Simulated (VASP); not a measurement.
A run of VASP 6.6.1 is set up as follows.

The input INCAR:

```
SYSTEM = P
PREC = Accurate
ENCUT = 520
EDIFF = 1E-6
ISMEAR = -1
SIGMA = 0.05
LREAL = .False.
LASPH = .True.
NELM = 100
ALGO = Normal
ISIF = 2
LWAVE = .False.
LCHARG = .False.
GGA = PE
NBANDS = 18
```

File KPOINTS:

```
regular mesh
0
Gamma
  8 8 6
  0 0 0
```

The input POSCAR:

```
P
1.0
    1.6694264413     -5.5369543634      0.0000000000
    1.6694264413      5.5369543634      0.0000000000
    0.0000000000      0.0000000000      4.6034271255
P
4
Direct
    0.9041431300      0.0958568700      0.5888151700
    0.0958568700      0.9041431300      0.4111848300
    0.5958568700      0.4041431300      0.0888151700
    0.4041431300      0.5958568700      0.9111848300
```

Potentials or basis: VASP PAW PBE potentials, release 64 (P).

The run is started by

```console
$ cat potpaw_PBE.64/P/POTCAR > POTCAR
$ mpirun -np 1 vasp_std > vasp.out
```

Q: Predict the band gap on the k mesh.

A: 0.19 eV, direct.

Q: Predict the pressure.

A: -1.1 GPa.

Q: What does it give for the largest force?

A: 0.123 eV/Å.

Stress tensor (GPa, compression positive):
```
-1.95  0.00  0.00
 0.00 -0.58  0.00
 0.00  0.00 -0.80
```

 A k mesh can miss the band edges.
